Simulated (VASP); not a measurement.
A run of VASP 6.6.1:

The input INCAR:

```
  PREC = Accurate
  ENCUT = 520
  EDIFF = 1E-6
  ISMEAR = 0
  SIGMA = 0.15
  LREAL = F
  LASPH = T
  NELM = 100
  ALGO = Fast
  ISIF = 2
  LWAVE = F
  LCHARG = F
  GGA = PE
  NBANDS = 17
```

File KPOINTS:

```
Automatic mesh
0
Gamma
  18 18 10
```

File POSCAR:

```
Pt
1.0
    2.6206126340      0.0000000000      0.0000000000
   -1.3103063170      2.5084136529      0.0000000000
    0.0000000000      0.0000000000      4.7813829983
Pt
2
Direct
    0.6666666667      0.3333333333      0.7500000000
    0.3333333333      0.6666666667      0.2500000000
```

Potentials or basis: VASP PAW PBE potentials, release 64 (Pt).

Run with:

```bash
$ cat potpaw_PBE.64/Pt/POTCAR > POTCAR
$ mpirun -np 1 vasp_std > vasp.out
```

Hardware: 1 thread of Intel Xeon 8259CL (shared host).

Question: Estimate the wall time of this run.

Answer: Run time: 6.1 min on 1 thread of Intel Xeon 8259CL, with other jobs on the host, peak memory 0.34 GiB. Counts: scf iterations 12, k points 546.
